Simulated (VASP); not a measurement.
Write the native input for VASP 6.6.1 that does the following.

- Task: relaxation of shape and atoms at fixed volume
- Functional: PBE
- Potentials or basis: VASP PAW PBE potentials, release 64 (Zr_sv, Pb_d, O)
- Cutoff: 600 eV
- k mesh: 10 × 10 × 8
- Occupations: gaussian, width 0.1 eV
- Spin: no spin polarisation
- Dipole correction: no
- Further INCAR settings: ALGO = Normal; EDIFF = 1e-06; IBRION = 2; EDIFFG = -0.01; NSW = 50; ISIF = 4

The structure of ZrPbO4 lies in POSCAR:

```
ZrPbO4
1.0
    3.6769805085      0.0000000000      0.0000000000
    0.0000000000      3.6769805085      0.0000000000
    0.0000000000      0.0000000000      5.2197008881
Zr Pb O
1 1 4
Direct
    0.5000000000      0.5000000000      0.5000000000
    0.0000000000      0.0000000000      0.0000000000
    0.5000000000      0.0000000000      0.7392659993
    0.0000000000      0.5000000000      0.2607340007
    0.5000000000      0.0000000000      0.2607340007
    0.0000000000      0.5000000000      0.7392659993
```

This cell differs from its parent crystal: volume scaled by 0.97.

The input as run:

INCAR

```
SYSTEM = ZrPbO4
ALGO = Normal
EDIFF = 1E-6
EDIFFG = -0.01
ENCUT = 600
GGA = PE
IBRION = 2
ISIF = 4
ISMEAR = 0
LASPH = .True.
LCHARG = .False.
LREAL = .False.
LWAVE = .False.
NELM = 60
NSW = 50
PREC = Accurate
SIGMA = 0.1
```

KPOINTS

```
k-points
0
Gamma
  10 10 8
  0 0 0
```

Potentials or basis: VASP PAW PBE potentials, release 64 (Zr_sv, Pb_d, O).

Command:

```bash
$ cat potpaw_PBE.64/Zr_sv/POTCAR potpaw_PBE.64/Pb_d/POTCAR potpaw_PBE.64/O/POTCAR > POTCAR
$ mpirun -np 1 vasp_std > vasp.out
```

It gave:

| Quantity | Value |
| --- | --- |
| Energy gained by relaxing | 0.1 meV/atom |
| Ionic steps | 2 |
| Pressure after relaxing | 6.0 GPa |
| Band gap on the k mesh | zero (band 25 reaches 7.01 eV, above the bottom of band 26 at 6.62 eV) |

Caveat: spin-orbit coupling is left out, which moves the levels of the heavy elements.

Run time: 3.3 min on 1 thread of Intel(R) Xeon(R) 6975P-C (Granite Rapids), on a shared host, peak memory 0.39 GiB.
